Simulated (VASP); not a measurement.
Zn: relaxation of cell and atoms with PBE

Zn:

```
Zn
1.0
     3.92830    0.00000    0.00000
     0.00000   -3.92830    0.00000
     0.00000    0.00000   -3.92830
Zn
4
Direct
  0.00000 0.50000 0.50000
  0.50000 0.00000 0.50000
  0.50000 0.50000 0.00000
  0.00000 0.00000 0.00000
```

* Program: VASP 6.6.1
* Task: relaxation of cell and atoms
* Functional: PBE
* Potentials or basis: VASP PAW PBE potentials, release 64 (Zn)
* Cutoff: 600 eV
* k mesh: 12 × 12 × 12
* Occupations: gaussian, width 0.1 eV
* Spin: no spin polarisation
* Dipole correction: no
* Further INCAR settings: ALGO = Fast; EDIFF = 1e-07; IBRION = 2; EDIFFG = -0.015; NSW = 80; ISIF = 3

* Relaxed volume: 15.22 Å³/atom
* Relaxed cell: a = 3.934 Å, b = 3.934 Å, c = 3.934 Å, α = 90.00°, β = 90.00°, γ = 90.00°
* Space group after relaxing (to 0.05 Å): Fm-3m (No. 225)
* Energy gained by relaxing: 0.1 meV/atom
* Ionic steps: 2
* Pressure after relaxing: 0.0 GPa

The path:
| step | energy change (eV) | largest force (eV/Å) | pressure (GPa) | volume (Å³) |
| --- | --- | --- | --- | --- |
| 1 | 0.0000 | 0.0000 | 0.30 | 60.62 |
| 2 | -0.0002 | 0.0000 | 0.01 | 60.87 |

Final structure:
```yaml
crystal:
  lattice:
    - [3.93359, 0.00000, 0.00000]
    - [0.00000, -3.93359, 0.00000]
    - [0.00000, 0.00000, -3.93359]
  atoms:
    - { symbol: Zn, position: [0.00000, 0.50000, 0.50000] }
    - { symbol: Zn, position: [0.50000, 0.00000, 0.50000] }
    - { symbol: Zn, position: [0.50000, 0.50000, 0.00000] }
    - { symbol: Zn, position: [0.00000, 0.00000, 0.00000] }
```

Levels at points of the mesh, in eV from the Fermi level:
```tsv
k point	band 20	band 21	band 22	band 23	band 24	band 25	band 26	band 27	band 28
(0.00, 0.00, 0.00)	-6.85	-6.85	-0.95	-0.95	-0.95	1.75	1.75	1.75	8.45
(0.50, 0.00, 0.00)	-6.98	-6.85	-6.85	2.28	2.28	2.28	2.28	3.13	3.13
(0.50, 0.50, 0.00)	-7.18	-4.53	-4.53	-4.53	-4.53	5.11	5.11	5.11	5.11
(0.50, 0.50, 0.50)	-6.92	-2.85	-2.85	-2.85	-2.85	-1.35	-1.35	-1.35	-1.35
```

Wall time 74 s on 1 thread of Intel(R) Xeon(R) 6975P-C (Granite Rapids), with other jobs on the host, peak memory 0.26 GiB.

Caveat: the bands computed are all filled at some k points, so no gap is given. PBE usually gives volumes a little too large and moduli too small.
